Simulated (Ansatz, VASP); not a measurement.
One calculation of SnO2, two programs

```
Sn O
1.0
     4.63460    0.00000    0.00000
     0.00000    4.63460    0.00000
     0.00000    0.00000    2.97895
Sn O
2 4
Direct
  0.00000 0.00000 0.00000
  0.50000 0.50000 0.50000
  0.30661 0.30661 0.00000
  0.19339 0.80661 0.50000
  0.69339 0.69339 0.00000
  0.80661 0.19339 0.50000
```

Change from the starting cell: strain -0.040 along x and y, -0.080 along z, atoms carried along.

Alike in both runs: task single point; functional PBE; k mesh 6 × 6 × 8; occupations gaussian, width 0.05 eV; no spin polarisation.

```csv
,VASP,Ansatz
version,VASP 6.6.1,Ansatz 0.2.0
potentials or method,"VASP PAW PBE potentials, release 64 (Sn_d, O), cutoff 520 eV","scalar-relativistic, plane waves, PAW"
valence electrons in the cell,52,52
```

Ansatz gave:

```
gap on the k mesh at the Fermi level (eV)                     : 2.80
least direct gap on the mesh (eV)                             : 2.80
pressure (GPa)                                                : 47.7
traceless stress, the component that is largest in VASP (GPa) : 18.51
rms of the force components (eV/Å)                            : 0.587
```

Question: Estimate VASP's values.

Answer: gap on the k mesh at the Fermi level (eV): 2.80; least direct gap on the mesh (eV): 2.80; pressure (GPa): 48.6; traceless stress, the component that is largest in VASP (GPa): 18.83; rms of the force components (eV/Å): 0.603.

Atom by atom the forces differ by 0.016 eV/Å (rms over components). Both programs put the cell under a high pressure, so it lies far from rest at this level.
